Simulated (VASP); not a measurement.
# WS2 (P-3m1) in VASP: single point with PBE-based screened hybrid with 50 % exact exchange

Aim: the single point of WS2 with PBE-based screened hybrid with 50 % exact exchange.

Program: VASP 6.6.1. These are calculated values, not measurements. Logs are shortened: lines on timing, memory, paths and dates and some standing lists are left out, and cuts for length are marked.

## 1. The cell of the first run

It takes space group P-3m1 (No. 164, trigonal). Conventional cell: a = 3.229 Å, b = 3.229 Å, c = 5.994 Å, α = 90.00°, β = 90.00°, γ = 120.00°. W (site symmetry -3m) has 6 S at 2.42 Å and 6 W at 3.23 Å within 3.3 Å. S (site symmetry 3m) has 3 W at 2.42 Å and 6 S at 3.23 Å within 3.3 Å.

## 2. Single point, PBE-based screened hybrid with 50 % exact exchange

The input, POSCAR:

```
WS2
1.0
    3.2287644061      0.0000000000      0.0000000000
   -1.6143822031      2.7961919985      0.0000000000
    0.0000000000      0.0000000000      5.9936451124
W S
1 2
Direct
    0.0000000000      0.0000000000      0.0000000000
    0.3333333333      0.6666666667      0.2566832689
    0.6666666667      0.3333333333      0.7433167311
```

The input, INCAR.step1:

```
SYSTEM = WS2
PREC = Accurate ; ENCUT = 520
EDIFF = 1E-5 ; ISMEAR = -1
SIGMA = 0.02 ; LREAL = .FALSE.
LASPH = .TRUE. ; NELM = 100
ALGO = Normal ; ISIF = 2
LWAVE = .TRUE. ; LCHARG = .FALSE.
NBANDS = 20 ; GGA = PE
```

The input, INCAR.step2:

```
SYSTEM = WS2
PREC = Accurate ; ENCUT = 520
EDIFF = 1E-6 ; ISMEAR = -1
SIGMA = 0.02 ; LREAL = .FALSE.
LASPH = .TRUE. ; NELM = 100
ALGO = Normal ; ISIF = 2
LWAVE = .FALSE. ; LCHARG = .FALSE.
GGA = PE ; LHFCALC = .TRUE.
AEXX = 0.5 ; HFSCREEN = 0.2078
PRECFOCK = Normal ; NBANDS = 20
ISTART = 1
```

The input, KPOINTS:

```
regular mesh
0
G
  6 6 2
  0 0 0
```

Potentials or basis: VASP PAW PBE potentials, release 64 (W_sv, S).

The run is started by

```
$ cat potpaw_PBE.64/W_sv/POTCAR potpaw_PBE.64/S/POTCAR > POTCAR
$ cp INCAR.step1 INCAR
$ mpirun -np 1 vasp_std > vasp.out
$ cp INCAR.step2 INCAR
$ mpirun -np 1 vasp_std > vasp.out
```

OUTCAR:

```text
SYSTEM = WS2
   PREC = Accurate
   ENCUT = 520
   EDIFF = 1E-6
   ISMEAR = -1
   LREAL = .FALSE.
   LASPH = .TRUE.
   NELM = 100
   ISIF = 2
   GGA = PE
   LHFCALC = .TRUE.
   AEXX = 0.5
   HFSCREEN = 0.2078
   PRECFOCK = Normal
   ISTART = 1

 ion  position               nearest neighbor table
   1  0.000  0.000  0.000-   2 2.42   3 2.42   3 2.42   2 2.42   3 2.42   2 2.42
   2  0.333  0.667  0.257-   1 2.42   1 2.42   1 2.42
   3  0.667  0.333  0.743-   1 2.42   1 2.42   1 2.42

  LATTYP: Found a hexagonal cell.
 ALAT       =     3.2287644061
 C/A-ratio  =     1.8563277956

  Lattice vectors:

 A1 = (   3.2287644061,   0.0000000000,   0.0000000000)
 A2 = (  -1.6143822031,   2.7961919985,   0.0000000000)
 A3 = (   0.0000000000,   0.0000000000,   5.9936451124)

Analysis of symmetry for initial positions (statically):
=====================================================================
 Subroutine PRICEL returns:
 Original cell was already a primitive cell.

 Routine SETGRP: Setting up the symmetry group for a
 hexagonal supercell.

 Subroutine GETGRP returns: Found 12 space group operations
 (whereof 12 operations were pure point group operations)
 out of a pool of 24 trial point group operations.

The static configuration has the point symmetry D_3d.

Analysis of symmetry for dynamics (positions and initial velocities):
=====================================================================
 Subroutine PRICEL returns:
 Original cell was already a primitive cell.

 Routine SETGRP: Setting up the symmetry group for a
 hexagonal supercell.

 Subroutine GETGRP returns: Found 12 space group operations
 (whereof 12 operations were pure point group operations)
 out of a pool of 24 trial point group operations.

The dynamic configuration has the point symmetry D_3d.

 Subroutine INISYM returns: Found 12 space group operations
 (whereof 12 operations are pure point group operations),
 and found     1 'primitive' translations

----------------------------------------------------------------------------------------

                                     Primitive cell

  volume of cell :      54.1121

  direct lattice vectors                    reciprocal lattice vectors
     3.228764406  0.000000000  0.000000000     0.309716001  0.178814617  0.000000000
    -1.614382203  2.796191998  0.000000000     0.000000000  0.357629233  0.000000000
     0.000000000  0.000000000  5.993645112     0.000000000  0.000000000  0.166843378

  length of vectors
     3.228764406  3.228764406  5.993645112     0.357629233  0.357629233  0.166843378

  position of ions in fractional coordinates (direct lattice)
     0.000000000  0.000000000  0.000000000
     0.333333333  0.666666667  0.256683269
     0.666666667  0.333333333  0.743316731

  ion indices of the primitive-cell ions
   primitive index   ion index
                 1           1
                 2           2
                 3           3

----------------------------------------------------------------------------------------

 KPOINTS: regular mesh

Automatic generation of k-mesh.
 Grid dimensions read from file:
 generate k-points for:    6    6    2

 Generating k-lattice:

  Cartesian coordinates                     Fractional coordinates (reciprocal lattice)
     0.051619333  0.029802436  0.000000000     0.166666667  0.000000000  0.000000000
     0.000000000  0.059604872  0.000000000     0.000000000  0.166666667  0.000000000
     0.000000000  0.000000000  0.083421689     0.000000000  0.000000000  0.500000000

  Length of vectors
     0.059604872  0.059604872  0.083421689

  Shift w.r.t. Gamma in fractional coordinates (k-lattice)
     0.000000000  0.000000000  0.000000000

 Subroutine IBZKPT returns following result:
 ===========================================

 Found     14 irreducible k-points:

 Following reciprocal coordinates:
            Coordinates               Weight
  0.000000  0.000000  0.000000      1.000000
  0.166667 -0.000000  0.000000      6.000000
  0.333333 -0.000000  0.000000      6.000000
  0.500000 -0.000000  0.000000      3.000000
  0.166667  0.166667  0.000000      6.000000
  0.333333  0.166667  0.000000     12.000000
  0.333333  0.333333  0.000000      2.000000
  0.000000  0.000000  0.500000      1.000000
  0.166667 -0.000000  0.500000      6.000000
  0.333333 -0.000000  0.500000      6.000000
  0.500000 -0.000000  0.500000      3.000000
  0.166667  0.166667  0.500000      6.000000
  0.333333  0.166667  0.500000     12.000000
  0.333333  0.333333  0.500000      2.000000
   k-points           NKPTS =     14   k-points in BZ     NKDIM =     72   number of bands    NBANDS=     20
   number of dos      NEDOS =    301   number of ions     NIONS =      3
   total plane-waves  NPLWV =  27648
   dimension x,y,z NGX =    24 NGY =   24 NGZ =   48
   dimension x,y,z NGXF=    48 NGYF=   48 NGZF=   96
   ions per type =               1   2
   NGX,Y,Z   is equivalent  to a cutoff of  12.36, 12.36, 13.31 a.u.
   NGXF,Y,Z  is equivalent  to a cutoff of  24.71, 24.71, 26.63 a.u.
 SYSTEM =  WS2
   PREC   = accura    normal or accurate (medium, high low for compatibility)
   ISTART =      1    job   : 0-new  1-cont  2-samecut
   ICHARG =      0    charge: 1-file 2-atom 10-const
   ISPIN  =      1    spin polarized calculation?
   LNONCOLLINEAR =      F non collinear calculations
   LSORBIT =      F    spin-orbit coupling
   LASPH  =      T    aspherical Exc in radial PAW
   ENCUT  =  520.0 eV  38.22 Ry    6.18 a.u.   6.00  6.00 11.14*2*pi/ulx,y,z
   NELM   =    100;   NELMIN=  2; NELMDL=  0     # of ELM steps
   EDIFF  = 0.1E-05   stopping-criterion for ELM
   LREAL  =      F    real-space projection
   EDIFFG = 0.1E-04   stopping-criterion for IOM
   NSW    =      0    number of steps for IOM
   IBRION =     -1    ionic relax: 0-MD 1-quasi-New 2-CG
   NFREE  =      0    steps in history (QN), initial steepest desc. (CG)
   ISIF   =      2    stress and relaxation
   ISYM   =      3    0-nonsym 1-usesym 2-fastsym
   POTIM  = 0.5000    time-step for ionic-motion
   TEBEG  =    0.0;   TEEND  =   0.0 temperature during run
   PSTRESS=    0.0 pullay stress
   NELECT =      26.0000    total number of electrons
   NUPDOWN=      -1.0000    fix difference up-down
   EMIN   =  10.00;   EMAX   =-10.00  energy-range for DOS
   EFERMI =   0.00;   METHOD = LEGACY
   ISMEAR =    -1;   SIGMA  =   0.02  broadening in eV -4-tet -1-fermi 0-gaus
   EFERMI_NEDOS =   21; number of points for ismear=-14 and -15
   IALGO  =     38    algorithm
   IMIX   =      1    mixing-type and parameters
     AMIX     =   0.40;   BMIX     =  1.00
     AMIX_MAG =   1.60;   BMIX_MAG =  1.00
  volume/ion in A,a.u.               =      18.04       121.72
  Fermi-wavevector in a.u.,A,eV,Ry     =   1.282236  2.423074 22.369721  1.644128
  Thomas-Fermi vector in A             =   2.414559
   LORBIT       =      0    0 simple, 1 ext, 2 COOP (PROOUT), +10 PAW based schemes
   GGA     = PE    functional components
   LHFCALC =     T    Hartree Fock is set to
   PRECFOCK=normal    Normal, Fast or Accurate (Low or Medium for compatibility)
   ENCUT4O =  -1.0   cutoff for four orbital integrals eV
   NKREDX  =     1    reduce k-point grid by
   NKREDY  =     1    reduce k-point grid by
   NKREDZ  =     1    reduce k-point grid by
   AEXX    =    0.5000 exact exchange contribution
   HFSCREEN=    0.2078 screening length (either q_TF or 0.3 A-1)
   HFSCREENC=   0.2078 screening length for correlation (either q_TF or 0.3 A-1)
   ENCUTFOCK=  -1.0 apply spherical cutoff to Coloumb kernel
   IVDW    =     0    specifies the selected vdW correction
   LEPSILON=     F    determine dielectric tensor
   LRPA    =     F    only Hartree local field effects (RPA)
 non-spin polarized calculation
  energy-cutoff  :      520.00
  volume of cell :       54.11
 maximum number of plane-waves:      1506
  NGX = 20; NGY = 20; NGZ = 36

 number of electron      26.0000002 magnetization

 Free energy of the ion-electron system (eV)
  ---------------------------------------------------
  ext. energy  EPLUGINS =         0.00000000
  ---------------------------------------------------
  free energy    TOTEN  =       -31.35312703 eV

  energy without entropy =      -31.35312650  energy(sigma->0) =      -31.35312676

 E-fermi :   7.2821     XC(G=0):  -7.0617

 val. band max:        7.0790709026   @ k =   0.0000   0.0000   0.5000
 cond. band min:       7.5209399468   @ k =   0.1667   0.1667   0.5000
 fundamental gap:      0.4418690441
 Fermi energy:         7.2820563044

 k-point     1 :       0.0000    0.0000    0.0000
  band No.  band energies     occupation
      1     -76.2660      2.00000
      2     -37.4467      2.00000
      3     -37.4337      2.00000
      4     -37.4337      2.00000
      5     -12.1973      2.00000
      6      -9.8375      2.00000
[... 12 lines left out ...]
     19      14.3856      0.00000
     20      17.8980      0.00000

 k-point     2 :       0.1667   -0.0000    0.0000
  band No.  band energies     occupation
      1     -76.2600      2.00000
      2     -37.5493      2.00000
      3     -37.4614      2.00000
      4     -37.4268      2.00000
      5     -11.6584      2.00000
      6      -9.7694      2.00000
[... 12 lines left out ...]
     19      15.8664      0.00000
     20      17.5037      0.00000

 k-point     3 :       0.3333   -0.0000    0.0000
  band No.  band energies     occupation
      1     -76.2481      2.00000
      2     -37.7719      2.00000
      3     -37.5172      2.00000
      4     -37.3863      2.00000
      5     -10.4122      2.00000
      6      -9.5581      2.00000
[... 12 lines left out ...]
     19      15.1611      0.00000
     20      16.8442      0.00000

 k-point     4 :       0.5000   -0.0000    0.0000
  band No.  band energies     occupation
      1     -76.2423      2.00000
      2     -37.8797      2.00000
      3     -37.5453      2.00000
      4     -37.3657      2.00000
      5      -9.9073      2.00000
      6      -9.0746      2.00000
[... 199 lines left out ...]
 k-point    13 :       0.3333    0.1667    0.5000
  band No.  band energies     occupation
      1     -76.2423      2.00000
      2     -37.8242      2.00000
      3     -37.6022      2.00000
      4     -37.3666      2.00000
      5      -9.8085      2.00000
      6      -9.2009      2.00000
[... 12 lines left out ...]
     19      15.1630      0.00000
     20      17.0915      0.00000

 k-point    14 :       0.3333    0.3333    0.5000
  band No.  band energies     occupation
      1     -76.2394      2.00000
      2     -37.7479      2.00000
      3     -37.7479      2.00000
      4     -37.3562      2.00000
      5      -9.2610      2.00000
      6      -9.2610      2.00000
[... 12 lines left out ...]
     19      16.3642      0.00000
     20      16.6490      0.00000

------------------------ aborting loop because EDIFF is reached ----------------------------------------

  FORCE on cell =-STRESS in cart. coord.  units (eV):
  Direction    XX          YY          ZZ          XY          YZ          ZX
  --------------------------------------------------------------------------------------
  -------------------------------------------------------------------------------------
  Total       -2.5302295     -2.5302295     -1.3002799      0.0000000      0.0000000      0.0000000
  in kB      -74.9162678    -74.9162678    -38.4993191      0.0000000      0.0000000      0.0000000
  external PRESSURE =     -62.7772849 kB  Pullay stress =       0.0000000 kB

 VOLUME and BASIS-vectors are now :
 -----------------------------------------------------------------------------
  energy-cutoff  :      520.00
  volume of cell :       54.11
      direct lattice vectors                 reciprocal lattice vectors
     3.228764406  0.000000000  0.000000000     0.309716001  0.178814617  0.000000000
    -1.614382203  2.796191998  0.000000000     0.000000000  0.357629233  0.000000000
     0.000000000  0.000000000  5.993645112     0.000000000  0.000000000  0.166843378

 POSITION                                       TOTAL-FORCE (eV/Angst)
 -----------------------------------------------------------------------------------
      0.00000      0.00000      0.00000         0.000000     -0.000000      0.000000
     -0.00000      1.86413      1.53847        -0.000000     -0.000000     -0.723187
      1.61438      0.93206      4.45518         0.000000      0.000000      0.723187
 -----------------------------------------------------------------------------------
    total drift:                                0.000000      0.000000     -0.000000

  FREE ENERGIE OF THE ION-ELECTRON SYSTEM (eV)
  ---------------------------------------------------
  free  energy   TOTEN  =       -31.3531270255 eV

  energy  without entropy=      -31.3531265017  energy(sigma->0) =      -31.35312676
```

Wall time 53 min (1 thread of Intel Xeon 8259CL, shared host); peak memory 0.29 GiB.

Results:

```yaml
Free_energy: -31.3531 eV
Pressure: -6.3 GPa
Largest_force: 0.723 eV/Å
Band_gap_on_the_k_mesh: zero (bands 13 and 14 overlap by 2.12 eV)
```

Forces in eV/Å, atoms in the order of the input:
```
W    0.000  0.000  0.000
S    0.000  0.000 -0.723
S    0.000  0.000  0.723
```

Caveat: the k points lie up to 0.52 Å⁻¹ apart, too coarse for converged energies and pressures of a metal; the PAW data sets were made with another functional, which shifts forces and pressure a little; spin-orbit coupling is left out, which moves the levels of the heavy elements.
